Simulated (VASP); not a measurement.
Here is a VASP 6.6.1 calculation.

INCAR

```
  PREC = Accurate
  ENCUT = 520
  EDIFF = 1E-6
  ISMEAR = 0
  SIGMA = 0.15
  LREAL = F
  LASPH = T
  NELM = 100
  ALGO = Normal
  ISIF = 2
  LWAVE = F
  LCHARG = T
  GGA = PE
  LELF = T
  LVHAR = T
  NBANDS = 16
```

KPOINTS

```
regular mesh
0
Gamma
  24 24 22
```

The input POSCAR:

```
WC
1.0
    2.9217716510      0.0000000000      0.0000000000
   -1.4608858255      2.6315416128      0.0000000000
    0.0000000000      0.0000000000      2.8470758829
W C
1 1
Direct
    0.0000000000      0.0000000000      0.0000000000
    0.6666666667      0.3333333333      0.5000000000
```

Potentials or basis: VASP PAW PBE potentials, release 64 (W_sv, C).

The run is started by

```console
$ cat potpaw_PBE.64/W_sv/POTCAR potpaw_PBE.64/C/POTCAR > POTCAR
$ mpirun -np 1 vasp_std > vasp.out
```

Problem. What does it give for the band gap on the k mesh?

Solution. Zero (bands 9 and 10 overlap by 1.22 eV).

Problem. Estimate the pressure.

Solution. -11.9 GPa.

Problem. What does it give for the largest force?

Solution. 0.124 eV/Å.

Forces in eV/Å, atoms in the order of the input:
```
W    0.000 -0.124  0.000
C    0.000  0.124  0.000
```

Caveat: the cell differs from its parent crystal (strain +0.0400 x Voigt [0, 1, 0, 0, 0, 0]); the stress differs along the axes, from -24 to -5 GPa; spin-orbit coupling is left out, which moves the levels of the heavy elements.
